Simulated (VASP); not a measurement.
# Cu2P: single point with PBE

The system is Cu2P.

```xyz
3
Lattice="2.5099 0.0000 0.0000 0.0000 2.5492 0.0000 0.0000 0.0000 6.4951" Properties=species:S:1:pos:R:3 pbc="T T T"
Cu    0.0000    0.0000    4.4258
Cu    0.0000    0.0000    2.0693
P     1.2549    0.0000    0.0000
```

The cell was generated, and may not be a known phase.

```
Program             : VASP 6.6.1
Task                : single point
Functional          : PBE
Potentials or basis : VASP PAW PBE potentials, release 64 (Cu_sv_GW, P)
Cutoff              : 820 eV
k mesh              : 16 × 16 × 8
Occupations         : gaussian, width 0.1 eV
Spin                : no spin polarisation
```

| Item | Value |
| --- | --- |
| Pressure | -0.6 GPa |
| Largest force | 0.005 eV/Å |
| Band gap on the k mesh | zero (an odd number of electrons rules out a gap without spin polarisation) |

Forces on the atoms (eV/Å):
```
Cu   0.000  0.000  0.005
Cu   0.000  0.000 -0.005
P    0.000  0.000  0.000
```

Levels at points of the mesh, in eV from the Fermi level:
```csv
k point,band 19,band 20,band 21,band 22,band 23,band 24
"(0.00, 0.00, 0.00)",-2.13,-1.93,-1.88,3.89,4.40,4.94
"(0.50, 0.00, 0.00)",-2.44,-2.03,-0.69,0.36,1.17,1.41
"(0.00, 0.50, 0.00)",-2.40,-2.16,-0.71,0.59,0.84,1.14
"(0.50, 0.50, 0.00)",-2.21,-1.50,-1.47,1.41,1.49,5.00
"(0.00, 0.00, 0.50)",-2.18,-1.93,-1.88,0.03,4.99,5.47
"(0.50, 0.00, 0.50)",-2.46,-2.04,-1.43,0.82,3.01,3.02
"(0.00, 0.50, 0.50)",-2.19,-1.52,-1.49,-1.14,1.53,3.32
"(0.50, 0.50, 0.50)",-1.50,-1.47,-1.07,0.26,2.19,3.98
```

It took 5.3 min on 1 thread of Intel(R) Xeon(R) 6975P-C (Granite Rapids) (shared host), peak memory 0.93 GiB.
